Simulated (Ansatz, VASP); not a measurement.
## CuI: VASP beside Ansatz

```
CELL_PARAMETERS angstrom
3.78229 -3.75992 0.00000
3.78229 3.75992 0.00000
0.00000 0.00000 4.36368
ATOMIC_POSITIONS crystal
Cu 0.42044 0.57956 0.75000
Cu 0.57956 0.42044 0.25000
I 0.77004 0.22996 0.75000
I 0.22996 0.77004 0.25000
```

Change from the starting cell: volume scaled by 1.04, crystal datasets.

Alike in both runs: task electric field gradients; functional PBE; k mesh 5 × 5 × 6; occupations fermi-dirac, width 0.02 eV; no spin polarisation.

```csv
,VASP,Ansatz
version,VASP 6.6.1,Ansatz 0.2.0
potentials or method,"VASP PAW PBE potentials, release 64 (Cu, I), cutoff 520 eV","all-electron PAW with datasets made for the crystal, scalar-relativistic"
```

|  | VASP | Ansatz | Ansatz less VASP |
| --- | --- | --- | --- |
| gap on the k mesh at the Fermi level (eV) | 1.00 | 0.98 | -0.016 |
| pressure (GPa) | -0.1 | -0.1 | -0.05 |
| traceless stress, the component that is largest in VASP (GPa) | 0.72 | 0.77 | +0.050 |
| rms of the force components (eV/Å) | 0.068 | 0.069 | +0.0008 |
| size of Vzz on the site where it differs most (V/Å²) | 416.9 | 430.3 | +13.35 |

Atom by atom the forces differ by 0.005 eV/Å (rms over components). Ansatz ran all-electron here, and VASP with PAW potentials.

Spin-orbit coupling is off throughout.
